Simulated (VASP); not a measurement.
# In3H (Pm-3m) in VASP: a series of runs, part 2 of 2

VASP 6.6.1.

### Step 4. Relaxation of cell and atoms, PBE

The input, INCAR:

```
PREC = Accurate
ENCUT = 600
EDIFF = 1E-7
ISMEAR = 0
SIGMA = 0.1
LREAL = F
LASPH = T
NELM = 100
ALGO = Fast
ISIF = 3
LWAVE = F
LCHARG = F
GGA = PE
IBRION = 2
NSW = 100
EDIFFG = -0.01
```

The input, KPOINTS:

```
Automatic mesh
0
Gamma
  10 10 10
```

The input, POSCAR:

```
In3H
1.0
    4.5299760447      0.0000000000      0.0000000000
    0.0000000000      4.5299760447      0.0000000000
    0.0000000000      0.0000000000      4.5299760447
In H
3 1
Direct
    0.0000000000      0.5000000000      0.5000000000
    0.5000000000      0.0000000000      0.5000000000
    0.5000000000      0.5000000000      0.0000000000
    0.0000000000      0.0000000000      0.0000000000
```

Potentials or basis: VASP PAW PBE potentials, release 64 (In_d, H).

Started as:

```sh
cat potpaw_PBE.64/In_d/POTCAR potpaw_PBE.64/H/POTCAR > POTCAR
mpirun -np 1 vasp_std > vasp.out
```

OUTCAR:

```text
PREC = Accurate
   ENCUT = 600
   EDIFF = 1E-7
   ISMEAR = 0
   LREAL = F
   LASPH = T
   NELM = 100
   ISIF = 3
   GGA = PE
   IBRION = 2
   NSW = 100
   EDIFFG = -0.01

 ion  position               nearest neighbor table
   1  0.000  0.500  0.500-   2 3.20   3 3.20   3 3.20   2 3.20   2 3.20   3 3.20   3 3.20   2 3.20

   2  0.500  0.000  0.500-   1 3.20   3 3.20   3 3.20   1 3.20   3 3.20   3 3.20   1 3.20   1 3.20

   3  0.500  0.500  0.000-   1 3.20   2 3.20   1 3.20   2 3.20   2 3.20   2 3.20   1 3.20   1 3.20

   4  0.000  0.000  0.000-

  LATTYP: Found a simple cubic cell.
 ALAT       =     4.5299760447

  Lattice vectors:

 A1 = (   4.5299760447,   0.0000000000,   0.0000000000)
 A2 = (   0.0000000000,   4.5299760447,   0.0000000000)
 A3 = (   0.0000000000,   0.0000000000,   4.5299760447)

Analysis of symmetry for initial positions (statically):
=====================================================================
 Subroutine PRICEL returns:
 Original cell was already a primitive cell.

 Routine SETGRP: Setting up the symmetry group for a
 simple cubic supercell.

 Subroutine GETGRP returns: Found 48 space group operations
 (whereof 48 operations were pure point group operations)
 out of a pool of 48 trial point group operations.

The static configuration has the point symmetry O_h .

Analysis of symmetry for dynamics (positions and initial velocities):
=====================================================================
 Subroutine PRICEL returns:
 Original cell was already a primitive cell.

 Routine SETGRP: Setting up the symmetry group for a
 simple cubic supercell.

 Subroutine GETGRP returns: Found 48 space group operations
 (whereof 48 operations were pure point group operations)
 out of a pool of 48 trial point group operations.

[... 124 lines left out ...]
     AMIX_MAG =   1.60;   BMIX_MAG =  1.00
  volume/ion in A,a.u.               =      23.24       156.83
  Fermi-wavevector in a.u.,A,eV,Ry     =   1.235944  2.335596 20.783695  1.527558
  Thomas-Fermi vector in A             =   2.370573
   LORBIT       =      0    0 simple, 1 ext, 2 COOP (PROOUT), +10 PAW based schemes
   GGA     = PE    functional components
   LHFCALC =     F    Hartree Fock is set to
   AEXX    =    0.0000 exact exchange contribution
   IVDW    =     0    specifies the selected vdW correction
   LEPSILON=     F    determine dielectric tensor
   LRPA    =     F    only Hartree local field effects (RPA)
 conjugate gradient relaxation of ions
 non-spin polarized calculation
 RMM-DIIS sequential band-by-band and
 Gauss-broadening in eV      SIGMA  =   0.10
  energy-cutoff  :      600.00
  volume of cell :       92.96
 maximum number of plane-waves:      3136
   NGX = 19   NGY = 19   NGZ = 19

--------------------------------------- Ionic step        1  -------------------------------------------

 number of electron      40.0000038 magnetization

 Free energy of the ion-electron system (eV)
  ---------------------------------------------------
  ext. energy  EPLUGINS =         0.00000000
  ---------------------------------------------------
  free energy    TOTEN  =        -9.30785255 eV

  energy without entropy =       -9.29403611  energy(sigma->0) =       -9.30094433

------------------------ aborting loop because EDIFF is reached ----------------------------------------

  FORCE on cell =-STRESS in cart. coord.  units (eV):
  Direction    XX          YY          ZZ          XY          YZ          ZX
  --------------------------------------------------------------------------------------
  -------------------------------------------------------------------------------------
  Total       -0.3082280     -0.3082280     -0.3082280     -0.0000000     -0.0000000     -0.0000000
  in kB       -5.3124517     -5.3124517     -5.3124517     -0.0000000     -0.0000000     -0.0000000
  external PRESSURE =      -5.3124517 kB  Pullay stress =       0.0000000 kB
[... 215 lines left out ...]
--------------------------------------- Ionic step        7  -------------------------------------------

 number of electron      40.0000042 magnetization

 Free energy of the ion-electron system (eV)
  ---------------------------------------------------
  ext. energy  EPLUGINS =         0.00000000
  ---------------------------------------------------
  free energy    TOTEN  =        -9.31055072 eV

  energy without entropy =       -9.29673328  energy(sigma->0) =       -9.30364200

 E-fermi :   5.9279     XC(G=0):  -9.7207

 val. band max:        5.8954119964   @ k =   0.3000   0.2000   0.0000
 cond. band min:       5.9453359506   @ k =   0.4000   0.3000   0.2000
 fundamental gap:      0.0499239542
 Fermi energy:         5.9278745993

 k-point     1 :       0.0000    0.0000    0.0000
  band No.  band energies     occupation
      1      -8.9784      2.00000
      2      -8.9784      2.00000
      3      -8.9784      2.00000
      4      -8.9630      2.00000
      5      -8.7905      2.00000
      6      -8.7905      2.00000
[... 637 lines left out ...]
     23       8.8556      0.00000
     24       9.2802      0.00000

 [... further k-points ...]
[... 5 lines left out ...]
  --------------------------------------------------------------------------------------
  -------------------------------------------------------------------------------------
  Total        0.0282569      0.0282569      0.0282569      0.0000000      0.0000000     -0.0000000
  in kB        0.4957403      0.4957403      0.4957403      0.0000000      0.0000000     -0.0000000
  external PRESSURE =       0.4957403 kB  Pullay stress =       0.0000000 kB
[... 19 lines left out ...]
  FREE ENERGIE OF THE ION-ELECTRON SYSTEM (eV)
  ---------------------------------------------------
  free  energy   TOTEN  =        -9.3105507165 eV

  energy  without entropy=       -9.2967332847  energy(sigma->0) =       -9.30364200

 reached required accuracy - stopping structural energy minimisation
```

Run time: 12 min. Hardware: 1 thread of Oxide Virtual Turin-like, shared host; peak memory 0.26 GiB.

What came out:

```yaml
Free_energy: -9.3106 eV
Relaxed_volume: 22.83 Å³/atom
Relaxed_cell: a = 4.503 Å, b = 4.503 Å, c = 4.503 Å, α = 90.00°, β = 90.00°, γ = 90.00°
Space_group_after_relaxing_to_0.1_Å: Pm-3m (No. 221)
Energy_gained_by_relaxing: 0.7 meV/atom
Ionic_steps: 7
Pressure_after_relaxing: 0.0 GPa
Band_gap_on_the_k_mesh: zero (bands 20 and 21 overlap by 3.21 eV)
```

Step by step:
| step | energy change (eV) | largest force (eV/Å) | pressure (GPa) | volume (Å³) |
| --- | --- | --- | --- | --- |
| 1 | 0.0000 | 0.0000 | -0.53 | 92.96 |
| 2 | -0.0024 | 0.0000 | -0.19 | 91.93 |
| 3 | -0.0027 | 0.0000 | -0.19 | 91.44 |
| 4 | -0.0017 | 0.0000 | 0.31 | 90.47 |
| 5 | -0.0026 | 0.0000 | 0.11 | 91.07 |
| 6 | -0.0027 | 0.0000 | 0.09 | 91.21 |
| 7 | -0.0027 | 0.0000 | 0.05 | 91.32 |

Final structure:
```
CELL_PARAMETERS angstrom
4.50326 0.00000 0.00000
0.00000 4.50326 0.00000
0.00000 0.00000 4.50326
ATOMIC_POSITIONS crystal
In 0.00000 0.50000 0.50000
In 0.50000 0.00000 0.50000
In 0.50000 0.50000 0.00000
H 0.00000 0.00000 0.00000
```

Levels at points of the mesh, in eV from the Fermi level:
| k point | band 18 | band 19 | band 20 | band 21 | band 22 | band 23 |
| --- | --- | --- | --- | --- | --- | --- |
| (0.00, 0.00, 0.00) | -1.21 | -1.14 | -1.14 | -1.14 | -0.97 | 5.42 |
| (0.50, 0.00, 0.00) | -0.66 | -0.56 | 0.34 | 0.34 | 2.25 | 2.25 |
| (0.50, 0.50, 0.00) | -5.14 | -3.65 | 1.38 | 2.29 | 2.44 | 2.92 |
| (0.50, 0.50, 0.50) | -3.92 | -3.70 | -1.95 | -1.83 | -1.83 | -1.83 |

Caveat: spin-orbit coupling is left out, which moves the levels of the heavy elements.

### Step 5. Summary

| task | cell | k mesh | cutoff (eV) | gap on the mesh (eV) | pressure (GPa) |
| --- | --- | --- | --- | --- | --- |
| single point | a = 4.530 Å, 4 atoms | 4 × 4 × 4 | 520 | none | 0.3 |
| single point | a = 4.504 Å, 4 atoms | 10 × 10 × 10 | 520 | none | 0.0 |
| relaxation of cell and atoms | relaxed from a = 4.530 Å, 4 atoms | 10 × 10 × 10 | 600 | none | 0.0 |

Alike in all rows: level PBE; potentials or basis VASP PAW PBE potentials, release 64 (In_d, H); no spin polarisation; smearing gaussian 0.1 eV.

Caveats: spin-orbit coupling is left out, which moves the levels of the heavy elements.

Absolute energies hang on the potentials; compare differences alone.

The gap in the log of VASP goes by the Fermi energy; the results here count the filled bands.